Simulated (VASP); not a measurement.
Set up this calculation in VASP 6.6.1, as the native input.

| Quantity | Value |
| --- | --- |
| Task | single point |
| Functional | PBE |
| Potentials or basis | VASP PAW PBE potentials, release 64 (Sn_d, Pb_d, S) |
| Cutoff | 520 eV |
| k mesh | 6 × 6 × 1 |
| Occupations | gaussian, width 0.2 eV |
| Spin | no spin polarisation |
| Dipole correction | no |
| Further INCAR settings | ALGO = Normal; EDIFF = 1e-06; NBANDS = 72 |

The structure of SnPb5S6 lies in POSCAR:

```
SnPb5S6
1.0
    4.2306369441      0.0000000029      0.0000000000
   -2.1153184745      3.6638390663      0.0000000000
    0.0000000000      0.0000000000     20.7312931012
Sn Pb S
1 5 6
Direct
    0.0000000000      0.0000000000      1.0000000000
    0.3333333333      0.6666666667      0.8361451154
    0.6666666667      0.3333333333      0.6680591794
    0.0000000000      1.0000000000      0.5000000000
    0.3333333333      0.6666666667      0.3319408206
    0.6666666667      0.3333333333      0.1638548846
    0.6666666667      0.3333333333      0.9207630844
    0.0000000000      1.0000000000      0.7521741403
    0.3333333333      0.6666666667      0.5840412088
    0.6666666667      0.3333333333      0.4159587912
    0.0000000000      0.0000000000      0.2478258597
    0.3333333333      0.6666666667      0.0792369156
```

One way to write it, as run:

INCAR

```
SYSTEM = SnPb5S6
PREC     = Accurate       ! precision mode
ENCUT    = 520            ! plane-wave cutoff, eV
EDIFF    = 1E-6           ! SCF threshold, eV
ISMEAR   = 0              ! smearing method
SIGMA    = 0.2            ! smearing width, eV
LREAL    = .False.        ! projectors in reciprocal space
LASPH    = .True.         ! aspherical terms in the spheres
NELM     = 60             ! most SCF steps
ALGO     = Normal         ! electronic algorithm
ISIF     = 2              ! what is computed and relaxed
LWAVE    = .False.        ! write WAVECAR
LCHARG   = .True.         ! write CHGCAR
GGA      = PE             ! functional
LELF     = .True.         ! ELF
LVHAR    = .True.       
NBANDS   = 72             ! bands
```

KPOINTS

```
regular mesh
0
Gamma
  6 6 1
  0 0 0
```

Potentials or basis: VASP PAW PBE potentials, release 64 (Sn_d, Pb_d, S).

The run is started by

```console
$ cat potpaw_PBE.64/Sn_d/POTCAR potpaw_PBE.64/Pb_d/POTCAR potpaw_PBE.64/S/POTCAR > POTCAR
$ mpirun -np 1 vasp_std > vasp.out
```

It gave:

```json
{
 "Pressure": "-0.1 GPa",
 "Largest force": "0.010 eV/Å",
 "Band gap on the k mesh": "0.31 eV, indirect (the least direct gap lies 3.7 meV higher)"
}
```

Caveat: spin-orbit coupling is left out, which moves the levels of the heavy elements.

Wall time 100 s on 1 thread of Intel(R) Xeon(R) 6975P-C (Granite Rapids), with other jobs on the host, peak memory 0.48 GiB.
